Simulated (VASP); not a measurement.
# CaS (Fm-3m) in VASP: notebook, part 2 of 2

VASP 6.6.1. The steps go on from the part before.

### 5 Relaxation of cell and atoms, PBE

This run uses another cell than the first one, of 22.39 Å³/atom, 0.961 times its volume.

INCAR

```
SYSTEM = CaS
PREC     = Accurate       ! precision mode
ENCUT    = 500            ! plane-wave cutoff, eV
EDIFF    = 1E-7           ! SCF threshold, eV
ISMEAR   = -1             ! smearing method
SIGMA    = 0.1            ! smearing width, eV
LREAL    = .False.        ! projectors in reciprocal space
LASPH    = .True.         ! aspherical terms in the spheres
NELM     = 120            ! most SCF steps
ALGO     = Normal         ! electronic algorithm
ISIF     = 3              ! what is computed and relaxed
LWAVE    = .False.        ! write WAVECAR
LCHARG   = .False.        ! write CHGCAR
GGA      = PE             ! functional
IBRION   = 2              ! ionic algorithm
NSW      = 60             ! ionic steps
EDIFFG   = -0.01          ! ionic threshold
GGA_COMPAT= .False.      
NELMIN   = 4
```

KPOINTS

```
Automatic mesh
0
Gamma
  6 6 6
  0 0 0
```

POSCAR

```
CaS
1.0
    0.0000000000      2.8184960000      2.8184960000
    2.8184960000      0.0000000000      2.8184960000
    2.8184960000      2.8184960000      0.0000000000
Ca S
1 1
Direct
    0.0000000000      0.0000000000      0.0000000000
    0.5000000000      0.5000000000      0.5000000000
```

Potentials or basis: VASP PAW PBE potentials, release 64 (Ca_sv, S).

On the command line:

```
$ cat potpaw_PBE.64/Ca_sv/POTCAR potpaw_PBE.64/S/POTCAR > POTCAR
$ mpirun -np 1 vasp_std > vasp.out
```

OUTCAR:

```text
SYSTEM = CaS
   PREC = Accurate
   ENCUT = 500
   EDIFF = 1E-7
   ISMEAR = -1
   LREAL = .False.
   LASPH = .True.
   NELM = 120
   ISIF = 3
   GGA = PE
   IBRION = 2
   NSW = 60
   EDIFFG = -0.01
   NELMIN = 4

 ion  position               nearest neighbor table
   1  0.000  0.000  0.000-   2 2.82   2 2.82   2 2.82   2 2.82   2 2.82   2 2.82
   2  0.500  0.500  0.500-   1 2.82   1 2.82   1 2.82   1 2.82   1 2.82   1 2.82

  LATTYP: Found a face centered cubic cell.
 ALAT       =     5.6369920000

  Lattice vectors:

 A1 = (   0.0000000000,   2.8184960000,   2.8184960000)
 A2 = (   2.8184960000,   0.0000000000,   2.8184960000)
 A3 = (   2.8184960000,   2.8184960000,   0.0000000000)

Analysis of symmetry for initial positions (statically):
=====================================================================
 Subroutine PRICEL returns:
 Original cell was already a primitive cell.

 Routine SETGRP: Setting up the symmetry group for a
 face centered cubic supercell.

 Subroutine GETGRP returns: Found 48 space group operations
 (whereof 48 operations were pure point group operations)
 out of a pool of 48 trial point group operations.

The static configuration has the point symmetry O_h .

Analysis of symmetry for dynamics (positions and initial velocities):
=====================================================================
 Subroutine PRICEL returns:
 Original cell was already a primitive cell.

 Routine SETGRP: Setting up the symmetry group for a
 face centered cubic supercell.

 Subroutine GETGRP returns: Found 48 space group operations
 (whereof 48 operations were pure point group operations)
 out of a pool of 48 trial point group operations.

The dynamic configuration has the point symmetry O_h .

 Subroutine INISYM returns: Found 48 space group operations
 (whereof 48 operations are pure point group operations),
 and found     1 'primitive' translations

----------------------------------------------------------------------------------------

                                     Primitive cell

  volume of cell :      44.7798

  direct lattice vectors                    reciprocal lattice vectors
     0.000000000  2.818496000  2.818496000    -0.177399578  0.177399578  0.177399578
     2.818496000  0.000000000  2.818496000     0.177399578 -0.177399578  0.177399578
     2.818496000  2.818496000  0.000000000     0.177399578  0.177399578 -0.177399578

  length of vectors
     3.985955269  3.985955269  3.985955269     0.307265082  0.307265082  0.307265082

  position of ions in fractional coordinates (direct lattice)
     0.000000000  0.000000000  0.000000000
     0.500000000  0.500000000  0.500000000

  ion indices of the primitive-cell ions
   primitive index   ion index
                 1           1
                 2           2

----------------------------------------------------------------------------------------

 KPOINTS: Automatic mesh

Automatic generation of k-mesh.
 Grid dimensions read from file:
 generate k-points for:    6    6    6

 Generating k-lattice:

  Cartesian coordinates                     Fractional coordinates (reciprocal lattice)
    -0.029566596  0.029566596  0.029566596     0.166666667  0.000000000  0.000000000
     0.029566596 -0.029566596  0.029566596     0.000000000  0.166666667  0.000000000
     0.029566596  0.029566596 -0.029566596     0.000000000  0.000000000  0.166666667

  Length of vectors
     0.051210847  0.051210847  0.051210847

  Shift w.r.t. Gamma in fractional coordinates (k-lattice)
     0.000000000  0.000000000  0.000000000

 Subroutine IBZKPT returns following result:
 ===========================================

 Found     16 irreducible k-points:

 Following reciprocal coordinates:
            Coordinates               Weight
  0.000000  0.000000  0.000000      1.000000
  0.166667  0.000000  0.000000      8.000000
  0.333333  0.000000  0.000000      8.000000
  0.500000  0.000000  0.000000      4.000000
  0.166667  0.166667  0.000000      6.000000
  0.333333  0.166667  0.000000     24.000000
[... 8 lines left out ...]
 -0.333333  0.333333  0.166667     24.000000
 -0.333333  0.500000  0.166667     12.000000
   k-points           NKPTS =     16   k-points in BZ     NKDIM =     16   number of bands    NBANDS=     12
   number of dos      NEDOS =    301   number of ions     NIONS =      2
   total plane-waves  NPLWV =  27000
   dimension x,y,z NGX =    30 NGY =   30 NGZ =   30
   dimension x,y,z NGXF=    60 NGYF=   60 NGZF=   60
   ions per type =               1   1
   NGX,Y,Z   is equivalent  to a cutoff of  12.51, 12.51, 12.51 a.u.
   NGXF,Y,Z  is equivalent  to a cutoff of  25.02, 25.02, 25.02 a.u.
 SYSTEM =  CaS
   PREC   = accura    normal or accurate (medium, high low for compatibility)
   ISTART =      0    job   : 0-new  1-cont  2-samecut
   ICHARG =      2    charge: 1-file 2-atom 10-const
   ISPIN  =      1    spin polarized calculation?
   LNONCOLLINEAR =      F non collinear calculations
   LSORBIT =      F    spin-orbit coupling
   LASPH  =      T    aspherical Exc in radial PAW
   ENCUT  =  500.0 eV  36.75 Ry    6.06 a.u.   7.27  7.27  7.27*2*pi/ulx,y,z
   NELM   =    120;   NELMIN=  4; NELMDL= -5     # of ELM steps
   EDIFF  = 0.1E-06   stopping-criterion for ELM
   LREAL  =      F    real-space projection
   EDIFFG = -.1E-01   stopping-criterion for IOM
   NSW    =     60    number of steps for IOM
   IBRION =      2    ionic relax: 0-MD 1-quasi-New 2-CG
   NFREE  =      1    steps in history (QN), initial steepest desc. (CG)
   ISIF   =      3    stress and relaxation
   ISYM   =      2    0-nonsym 1-usesym 2-fastsym
   POTIM  = 0.5000    time-step for ionic-motion
   TEBEG  =    0.0;   TEEND  =   0.0 temperature during run
   PSTRESS=    0.0 pullay stress
   NELECT =      16.0000    total number of electrons
   NUPDOWN=      -1.0000    fix difference up-down
   EMIN   =  10.00;   EMAX   =-10.00  energy-range for DOS
   EFERMI =   0.00;   METHOD = LEGACY
   ISMEAR =    -1;   SIGMA  =   0.10  broadening in eV -4-tet -1-fermi 0-gaus
   EFERMI_NEDOS =   21; number of points for ismear=-14 and -15
   IALGO  =     38    algorithm
   IMIX   =      4    mixing-type and parameters
     AMIX     =   0.40;   BMIX     =  1.00
     AMIX_MAG =   1.60;   BMIX_MAG =  1.00
  volume/ion in A,a.u.               =      22.39       151.09
  Fermi-wavevector in a.u.,A,eV,Ry     =   1.161682  2.195261 18.361143  1.349506
  Thomas-Fermi vector in A             =   2.298252
   LORBIT       =      0    0 simple, 1 ext, 2 COOP (PROOUT), +10 PAW based schemes
   GGA     = PE    functional components
   LHFCALC =     F    Hartree Fock is set to
   AEXX    =    0.0000 exact exchange contribution
   IVDW    =     0    specifies the selected vdW correction
   LEPSILON=     F    determine dielectric tensor
   LRPA    =     F    only Hartree local field effects (RPA)
 conjugate gradient relaxation of ions
 non-spin polarized calculation
  energy-cutoff  :      500.00
  volume of cell :       44.78
 maximum number of plane-waves:      1158
 NGX is ok and might be reduce to    30
   NGX = 15   NGY = 15   NGZ = 15

--------------------------------------- Ionic step        1  -------------------------------------------

 number of electron      16.0000000 magnetization

 Free energy of the ion-electron system (eV)
  ---------------------------------------------------
  ext. energy  EPLUGINS =         0.00000000
  ---------------------------------------------------
  free energy    TOTEN  =       -10.34853336 eV

  energy without entropy =      -10.34853245  energy(sigma->0) =      -10.34853290

------------------------ aborting loop because EDIFF is reached ----------------------------------------

  FORCE on cell =-STRESS in cart. coord.  units (eV):
  Direction    XX          YY          ZZ          XY          YZ          ZX
  --------------------------------------------------------------------------------------
  -------------------------------------------------------------------------------------
  Total        0.7328957      0.7328957      0.7328957     -0.0000000     -0.0000000      0.0000000
  in kB       26.2222821     26.2222821     26.2222821     -0.0000000     -0.0000000      0.0000000
  external PRESSURE =      26.2222821 kB  Pullay stress =       0.0000000 kB
[... 57 lines left out ...]
  energy  without entropy=      -10.3628006072  energy(sigma->0) =      -10.36280088

--------------------------------------- Ionic step        3  -------------------------------------------

 number of electron      16.0000004 magnetization

 Free energy of the ion-electron system (eV)
  ---------------------------------------------------
  ext. energy  EPLUGINS =         0.00000000
  ---------------------------------------------------
  free energy    TOTEN  =       -10.36371361 eV

  energy without entropy =      -10.36371300  energy(sigma->0) =      -10.36371330

 E-fermi :   3.8518     XC(G=0):  -9.2665

 val. band max:        2.6494097107   @ k =   0.0000   0.0000   0.0000
 cond. band min:       5.0307511957   @ k =   0.5000   0.5000   0.0000
 fundamental gap:      2.3813414850
 Fermi energy:         3.8517634750

 k-point     1 :       0.0000    0.0000    0.0000
  band No.  band energies     occupation
      1     -36.5890      2.00000
      2     -17.5674      2.00000
      3     -17.5674      2.00000
      4     -17.5674      2.00000
      5      -8.6395      2.00000
      6       2.6494      1.99999
      7       2.6494      1.99999
      8       2.6494      1.99999
      9       6.7264      0.00000
     10       6.8142      0.00000
     11       6.8142      0.00000
     12       6.8142      0.00000
[... 252 lines left out ...]
  FREE ENERGIE OF THE ION-ELECTRON SYSTEM (eV)
  ---------------------------------------------------
  free  energy   TOTEN  =       -10.3637136069 eV

  energy  without entropy=      -10.3637130008  energy(sigma->0) =      -10.36371330

 reached required accuracy - stopping structural energy minimisation
```

It took 64 s on 1 thread of Intel Xeon 8259CL, shared host; peak memory 0.17 GiB.

What came out:

* Free energy: -10.3637 eV
* Relaxed volume: 23.35 Å³/atom
* Relaxed cell: a = 4.042 Å, b = 4.042 Å, c = 4.042 Å, α = 60.00°, β = 60.00°, γ = 60.00°
* Space group after relaxing (to 0.05 Å): Fm-3m (No. 225)
* Energy gained by relaxing: 7.6 meV/atom
* Ionic steps: 3
* Pressure after relaxing: 0.0 GPa
* Band gap on the k mesh: 2.38 eV, indirect (least direct gap 3.18 eV)

The path:
```tsv
step	energy change (eV)	largest force (eV/Å)	pressure (GPa)	volume (Å³)
1	0.0000	0.0000	2.62	44.78
2	-0.0143	0.0000	-0.59	47.20
3	-0.0152	0.0000	0.00	46.70
```

Final structure:
```
CELL_PARAMETERS angstrom
0.00000 2.85823 2.85823
2.85823 0.00000 2.85823
2.85823 2.85823 0.00000
ATOMIC_POSITIONS crystal
Ca 0.00000 0.00000 0.00000
S 0.50000 0.50000 0.50000
```

A k mesh can miss the band edges. PBE usually gives volumes a little too large and moduli too small.

### 6 Relaxation of cell and atoms, PBE

This run uses another cell than the first one, of 22.39 Å³/atom, 0.961 times its volume.

INCAR

```
PREC = Accurate
ENCUT = 500
EDIFF = 1E-7
ISMEAR = -1
SIGMA = 0.1
LREAL = F
LASPH = T
NELM = 120
ALGO = Normal
ISIF = 3
LWAVE = F
LCHARG = F
GGA = PE
IBRION = 2
NSW = 60
EDIFFG = -0.01
GGA_COMPAT = F
NELMIN = 4
```

KPOINTS

```
Automatic mesh
0
Gamma
  6 6 6
```

POSCAR is that of step 5.

Potentials or basis: VASP PAW PBE potentials, release 64 (Ca_sv, S).

On the command line:

```
$ cat potpaw_PBE.64/Ca_sv/POTCAR potpaw_PBE.64/S/POTCAR > POTCAR
$ mpirun -np 1 vasp_std > vasp.out
```

It took 63 s on 1 thread of Intel Xeon 8259CL, shared host; peak memory 0.17 GiB.

Results (log left out):

```
Free energy                            : -10.3637 eV
Relaxed volume                         : 23.35 Å³/atom
Relaxed cell                           : a = 4.042 Å, b = 4.042 Å, c = 4.042 Å, α = 60.00°, β = 60.00°, γ = 60.00°
Space group after relaxing (to 0.05 Å) : Fm-3m (No. 225)
Energy gained by relaxing              : 7.6 meV/atom
Ionic steps                            : 3
Pressure after relaxing                : 0.0 GPa
Band gap on the k mesh                 : 2.38 eV, indirect (least direct gap 3.18 eV)
```

Step by step:
| step | energy change (eV) | largest force (eV/Å) | pressure (GPa) | volume (Å³) |
| --- | --- | --- | --- | --- |
| 1 | 0.0000 | 0.0000 | 2.62 | 44.78 |
| 2 | -0.0143 | 0.0000 | -0.59 | 47.20 |
| 3 | -0.0152 | 0.0000 | 0.00 | 46.70 |

Final structure:
```
Ca S
1.0
     0.00000    2.85823    2.85823
     2.85823    0.00000    2.85823
     2.85823    2.85823    0.00000
Ca S
1 1
Direct
  0.00000 0.00000 0.00000
  0.50000 0.50000 0.50000
```

Levels at points of the mesh, in eV from the valence-band top:
```tsv
k point	band 4	band 5	band 6	band 7	band 8	band 9	band 10	band 11	band 12
(0.00, 0.00, 0.00)	-20.22	-11.29	0.00	0.00	0.00	4.08	4.16	4.16	4.16
(0.50, 0.00, 0.00)	-20.23	-10.50	-3.05	-1.13	-1.13	5.20	6.02	6.16	6.16
(0.50, 0.50, 0.00)	-20.26	-10.68	-2.25	-0.80	-0.80	2.38	5.58	5.96	6.72
```

A k mesh can miss the band edges. PBE usually gives volumes a little too large and moduli too small.
